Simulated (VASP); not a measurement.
# Sr (Im-3m) in VASP: a series of runs

The runs below take Sr through relaxation of cell and atoms, single point, with r2SCAN.

Program: VASP 6.6.1. These are calculated values, not measurements. Logs are shortened: lines on timing, memory, paths and dates and some standing lists are left out, and cuts for length are marked.

## 1. The cell of the first run

It takes space group Im-3m (No. 229, cubic). The conventional cell has a = 4.829 Å, b = 4.829 Å, c = 4.829 Å, α = 90.00°, β = 90.00°, γ = 90.00°. Within 5.5 Å of Sr (site symmetry m-3m) lie 14 Sr at 4.18 to 4.83 Å.

This isn't the form of Sr at room conditions, which is fcc.

## 2. Relaxation of cell and atoms, r2SCAN

Contents of POSCAR:

```
Sr
1.0
   -2.4147147952      2.4147147952      2.4147147952
    2.4147147952     -2.4147147952      2.4147147952
    2.4147147952      2.4147147952     -2.4147147952
Sr
1
Direct
    0.0000000000      0.0000000000      0.0000000000
```

Contents of INCAR.step1:

```
SYSTEM = Sr
  ALGO = Normal
  EDIFF = 1E-4
  ENCUT = 600
  GGA = PE
  ISMEAR = -1
  LASPH = .True.
  LCHARG = .False.
  LREAL = .False.
  LWAVE = .True.
  NELM = 80
  PREC = Accurate
  SIGMA = 0.1
```

Contents of INCAR.step2:

```
SYSTEM = Sr
  ALGO = Normal
  EDIFF = 1E-7
  EDIFFG = -0.01
  ENCUT = 600
  IBRION = 2
  ISIF = 3
  ISMEAR = -1
  ISTART = 1
  LASPH = .True.
  LCHARG = .False.
  LMIXTAU = .True.
  LREAL = .False.
  LWAVE = .False.
  METAGGA = R2SCAN
  NELM = 80
  NSW = 80
  PREC = Accurate
  SIGMA = 0.1
```

Contents of KPOINTS:

```
k-points
0
Gamma
  9 9 9
  0 0 0
```

Potentials or basis: VASP PAW PBE potentials, release 64 (Sr_sv).

On the command line:

```console
> cat potpaw_PBE.64/Sr_sv/POTCAR > POTCAR
> cp INCAR.step1 INCAR
> mpirun -np 1 vasp_std > vasp.out
> cp INCAR.step2 INCAR
> mpirun -np 1 vasp_std > vasp.out
```

OUTCAR:

```text
SYSTEM = Sr
   EDIFF = 1E-7
   EDIFFG = -0.01
   ENCUT = 600
   IBRION = 2
   ISIF = 3
   ISMEAR = -1
   ISTART = 1
   LASPH = .True.
   LREAL = .False.
   METAGGA = R2SCAN
   NELM = 80
   NSW = 80
   PREC = Accurate

 ion  position               nearest neighbor table
   1  0.000  0.000  0.000-

  LATTYP: Found a body centered cubic cell.
 ALAT       =     4.8294295904

  Lattice vectors:

 A1 = (  -2.4147147952,   2.4147147952,   2.4147147952)
 A2 = (   2.4147147952,  -2.4147147952,   2.4147147952)
 A3 = (   2.4147147952,   2.4147147952,  -2.4147147952)

Analysis of symmetry for initial positions (statically):
=====================================================================
 Subroutine PRICEL returns:
 Original cell was already a primitive cell.

 Routine SETGRP: Setting up the symmetry group for a
 body centered cubic supercell.

 Subroutine GETGRP returns: Found 48 space group operations
 (whereof 48 operations were pure point group operations)
 out of a pool of 48 trial point group operations.

The static configuration has the point symmetry O_h .

Analysis of symmetry for dynamics (positions and initial velocities):
=====================================================================
 Subroutine PRICEL returns:
 Original cell was already a primitive cell.

 Routine SETGRP: Setting up the symmetry group for a
 body centered cubic supercell.

 Subroutine GETGRP returns: Found 48 space group operations
 (whereof 48 operations were pure point group operations)
 out of a pool of 48 trial point group operations.

The dynamic configuration has the point symmetry O_h .

 Subroutine INISYM returns: Found 48 space group operations
 (whereof 48 operations are pure point group operations),
 and found     1 'primitive' translations

----------------------------------------------------------------------------------------

                                     Primitive cell

  volume of cell :      56.3193

  direct lattice vectors                    reciprocal lattice vectors
    -2.414714795  2.414714795  2.414714795     0.000000000  0.207063791  0.207063791
     2.414714795 -2.414714795  2.414714795     0.207063791  0.000000000  0.207063791
     2.414714795  2.414714795 -2.414714795     0.207063791  0.207063791  0.000000000

  length of vectors
     4.182408711  4.182408711  4.182408711     0.292832422  0.292832422  0.292832422

  position of ions in fractional coordinates (direct lattice)
     0.000000000  0.000000000  0.000000000

  ion indices of the primitive-cell ions
   primitive index   ion index
                 1           1

----------------------------------------------------------------------------------------

 KPOINTS: k-points

Automatic generation of k-mesh.
 Grid dimensions read from file:
 generate k-points for:    9    9    9

 Generating k-lattice:

  Cartesian coordinates                     Fractional coordinates (reciprocal lattice)
     0.000000000  0.023007088  0.023007088     0.111111111  0.000000000  0.000000000
     0.023007088  0.000000000  0.023007088     0.000000000  0.111111111  0.000000000
     0.023007088  0.023007088  0.000000000     0.000000000  0.000000000  0.111111111

  Length of vectors
     0.032536936  0.032536936  0.032536936

  Shift w.r.t. Gamma in fractional coordinates (k-lattice)
     0.000000000  0.000000000  0.000000000

 Subroutine IBZKPT returns following result:
 ===========================================

 Found     35 irreducible k-points:

 Following reciprocal coordinates:
            Coordinates               Weight
  0.000000  0.000000  0.000000      1.000000
  0.111111  0.000000  0.000000     12.000000
  0.222222  0.000000  0.000000     12.000000
  0.333333  0.000000  0.000000     12.000000
  0.444444  0.000000  0.000000     12.000000
  0.111111  0.111111  0.000000     24.000000
[... 16 lines left out ...]
 -0.333333  0.444444  0.111111     48.000000
 -0.444444 -0.444444  0.111111     24.000000
 [... further k-points ...]
   k-points           NKPTS =     35   k-points in BZ     NKDIM =     35   number of bands    NBANDS=      9
   number of dos      NEDOS =    301   number of ions     NIONS =      1
   total plane-waves  NPLWV =  46656
   dimension x,y,z NGX =    36 NGY =   36 NGZ =   36
   dimension x,y,z NGXF=    72 NGYF=   72 NGZF=   72
   ions per type =               1
   NGX,Y,Z   is equivalent  to a cutoff of  14.31, 14.31, 14.31 a.u.
   NGXF,Y,Z  is equivalent  to a cutoff of  28.62, 28.62, 28.62 a.u.
 SYSTEM =  Sr
   PREC   = accura    normal or accurate (medium, high low for compatibility)
   ISTART =      1    job   : 0-new  1-cont  2-samecut
   ICHARG =      0    charge: 1-file 2-atom 10-const
   ISPIN  =      1    spin polarized calculation?
   LNONCOLLINEAR =      F non collinear calculations
   LSORBIT =      F    spin-orbit coupling
   LASPH  =      T    aspherical Exc in radial PAW
   ENCUT  =  600.0 eV  44.10 Ry    6.64 a.u.   8.35  8.35  8.35*2*pi/ulx,y,z
   NELM   =     80;   NELMIN=  2; NELMDL=  0     # of ELM steps
   EDIFF  = 0.1E-06   stopping-criterion for ELM
   LREAL  =      F    real-space projection
   EDIFFG = -.1E-01   stopping-criterion for IOM
   NSW    =     80    number of steps for IOM
   IBRION =      2    ionic relax: 0-MD 1-quasi-New 2-CG
   NFREE  =      1    steps in history (QN), initial steepest desc. (CG)
   ISIF   =      3    stress and relaxation
   ISYM   =      2    0-nonsym 1-usesym 2-fastsym
   POTIM  = 0.5000    time-step for ionic-motion
   TEBEG  =    0.0;   TEEND  =   0.0 temperature during run
   PSTRESS=    0.0 pullay stress
   NELECT =      10.0000    total number of electrons
   NUPDOWN=      -1.0000    fix difference up-down
   EMIN   =  10.00;   EMAX   =-10.00  energy-range for DOS
   EFERMI =   0.00;   METHOD = LEGACY
   ISMEAR =    -1;   SIGMA  =   0.10  broadening in eV -4-tet -1-fermi 0-gaus
   EFERMI_NEDOS =   21; number of points for ismear=-14 and -15
   IALGO  =     38    algorithm
   IMIX   =      4    mixing-type and parameters
     AMIX     =   0.40;   BMIX     =  1.00
     AMIX_MAG =   1.60;   BMIX_MAG =  1.00
  volume/ion in A,a.u.               =      56.32       380.06
  Fermi-wavevector in a.u.,A,eV,Ry     =   0.920144  1.738819 11.519569  0.846664
  Thomas-Fermi vector in A             =   2.045416
   LORBIT       =      0    0 simple, 1 ext, 2 COOP (PROOUT), +10 PAW based schemes
   METAGGA = R2SCAN    functional components
   LHFCALC =     F    Hartree Fock is set to
   AEXX    =    0.0000 exact exchange contribution
   IVDW    =     0    specifies the selected vdW correction
   LEPSILON=     F    determine dielectric tensor
   LRPA    =     F    only Hartree local field effects (RPA)
 conjugate gradient relaxation of ions
 non-spin polarized calculation
  energy-cutoff  :      600.00
  volume of cell :       56.32
 maximum number of plane-waves:      1902
 NGX is ok and might be reduce to    36
   NGX = 17   NGY = 17   NGZ = 17

 number of electron      10.0000000 magnetization

 Free energy of the ion-electron system (eV)
  ---------------------------------------------------
  ext. energy  EPLUGINS =         0.00000000
  ---------------------------------------------------
  free energy    TOTEN  =       -15.11265860 eV

  energy without entropy =      -15.06342019  energy(sigma->0) =      -15.08803939

 E-fermi :   1.5297     XC(G=0):  -7.7097

 val. band max:        1.5068486576   @ k =   0.3333   0.2222   0.1111
 cond. band min:       1.5355367633   @ k =  -0.4444  -0.4444   0.3333
 fundamental gap:      0.0286881058
 Fermi energy:         1.5296942283

 k-point     1 :       0.0000    0.0000    0.0000
  band No.  band energies     occupation
      1     -36.5395      2.00000
      2     -17.8016      2.00000
      3     -17.8016      2.00000
      4     -17.8016      2.00000
      5      -2.2622      2.00000
      6       4.2479      0.00000
      7       4.2479      0.00000
      8       4.2479      0.00000
      9       5.5745      0.00000

 k-point     2 :       0.1111    0.0000    0.0000
  band No.  band energies     occupation
      1     -36.5378      2.00000
      2     -17.8243      2.00000
      3     -17.8089      2.00000
      4     -17.8016      2.00000
      5      -2.0469      2.00000
      6       4.0504      0.00000
      7       4.0712      0.00000
      8       4.4531      0.00000
      9       5.3309      0.00000

 k-point     3 :       0.2222    0.0000    0.0000
  band No.  band energies     occupation
      1     -36.5334      2.00000
      2     -17.8810      2.00000
      3     -17.8273      2.00000
      4     -17.8016      2.00000
      5      -1.4354      2.00000
      6       3.3830      0.00000
      7       3.6309      0.00000
      8       5.0533      0.00000
      9       5.2918      0.00000

 k-point     4 :       0.3333    0.0000    0.0000
  band No.  band energies     occupation
      1     -36.5284      2.00000
      2     -17.9442      2.00000
      3     -17.8481      2.00000
      4     -17.8017      2.00000
      5      -0.5392      2.00000
      6       2.5401      0.00008
      7       3.2439      0.00000
      8       5.4548      0.00000
      9       5.7668      0.00000

 k-point     5 :       0.4444    0.0000    0.0000
  band No.  band energies     occupation
      1     -36.5252      2.00000
      2     -17.9847      2.00000
      3     -17.8616      2.00000
      4     -17.8018      2.00000
      5       0.3839      1.99998
      6       1.8062      0.11848
      7       3.0254      0.00000
      8       5.4471      0.00000
      9       6.0319      0.00000

 k-point     6 :       0.1111    0.1111    0.0000
  band No.  band energies     occupation
      1     -36.5347      2.00000
      2     -17.8633      2.00000
      3     -17.8171      2.00000
      4     -17.8070      2.00000
      5      -1.6325      2.00000
      6       3.6433      0.00000
      7       3.7281      0.00000
      8       4.8594      0.00000
      9       5.1107      0.00000
[... 169 lines left out ...]
 k-point    21 :      -0.2222    0.3333    0.1111
  band No.  band energies     occupation
      1     -36.5275      2.00000
      2     -17.9193      2.00000
      3     -17.8574      2.00000
      4     -17.8301      2.00000
      5      -0.5129      2.00000
      6       2.8389      0.00000
      7       3.5014      0.00000
      8       4.4634      0.00000
      9       5.5695      0.00000

 k-point    22 :      -0.4444    0.4444    0.1111
  band No.  band energies     occupation
      1     -36.5239      2.00000
      2     -17.9786      2.00000
      3     -17.8700      2.00000
      4     -17.8179      2.00000
      5       0.5691      1.99987
      6       1.7997      0.12590
      7       3.1983      0.00000
      8       4.7534      0.00000
      9       6.0162      0.00000

 k-point    23 :      -0.3333    0.4444    0.1111
  band No.  band energies     occupation
      1     -36.5236      2.00000
      2     -17.9563      2.00000
      3     -17.8815      2.00000
      4     -17.8314      2.00000
      5       0.4058      1.99997
      6       2.1561      0.00380
      7       3.1715      0.00000
      8       4.6748      0.00000
      9       5.7344      0.00000

 k-point    24 :      -0.4444   -0.4444    0.1111
  band No.  band energies     occupation
      1     -36.5221      2.00000
      2     -17.9710      2.00000
      3     -17.8915      2.00000
      4     -17.8312      2.00000
      5       1.1424      1.95926
      6       1.5871      0.72044
      7       3.0068      0.00000
      8       4.6445      0.00000
      9       5.9272      0.00000

 [... further k-points ...]

------------------------ aborting loop because EDIFF is reached ----------------------------------------

  FORCE on cell =-STRESS in cart. coord.  units (eV):
  Direction    XX          YY          ZZ          XY          YZ          ZX
  --------------------------------------------------------------------------------------
  -------------------------------------------------------------------------------------
  Total       -0.0066859     -0.0066859     -0.0066859      0.0000000      0.0000000     -0.0000000
  in kB       -0.1902024     -0.1902024     -0.1902024      0.0000000      0.0000000     -0.0000000
  external PRESSURE =      -0.1902024 kB  Pullay stress =       0.0000000 kB

 VOLUME and BASIS-vectors are now :
 -----------------------------------------------------------------------------
  energy-cutoff  :      600.00
  volume of cell :       56.32
      direct lattice vectors                 reciprocal lattice vectors
    -2.414714795  2.414714795  2.414714795     0.000000000  0.207063791  0.207063791
     2.414714795 -2.414714795  2.414714795     0.207063791  0.000000000  0.207063791
     2.414714795  2.414714795 -2.414714795     0.207063791  0.207063791  0.000000000

 POSITION                                       TOTAL-FORCE (eV/Angst)
 -----------------------------------------------------------------------------------
      0.00000      0.00000      0.00000        -0.000000      0.000000      0.000000
 -----------------------------------------------------------------------------------
    total drift:                               -0.000000      0.000000      0.000000

  FREE ENERGIE OF THE ION-ELECTRON SYSTEM (eV)
  ---------------------------------------------------
  free  energy   TOTEN  =       -15.1126585964 eV

  energy  without entropy=      -15.0634201935  energy(sigma->0) =      -15.08803939

 reached required accuracy - stopping structural energy minimisation
```

Wall time 2.1 min (1 thread of Intel Xeon 8259CL, shared host); peak memory 0.22 GiB.

What came out:

```
Free energy             : -15.1127 eV
Pressure after relaxing : 0.0 GPa
Band gap on the k mesh  : zero (bands 5 and 6 overlap by 0.21 eV)
```

Final structure:
```xyz
1
Lattice="-2.4147 2.4147 2.4147 2.4147 -2.4147 2.4147 2.4147 2.4147 -2.4147" Properties=species:S:1:pos:R:3 pbc="T T T"
Sr    0.0000    0.0000    0.0000
```

Levels at points of the mesh, in eV from the Fermi level:
```tsv
k point	band 1	band 2	band 3	band 4	band 5	band 6	band 7	band 8	band 9
(0.00, 0.00, 0.00)	-38.07	-19.33	-19.33	-19.33	-3.79	2.72	2.72	2.72	4.04
```

Caveat: the PAW data sets were made with another functional, which shifts forces and pressure a little.

[end of part 1 of 2]

The gap in the log of VASP goes by the Fermi energy; the results here count the filled bands.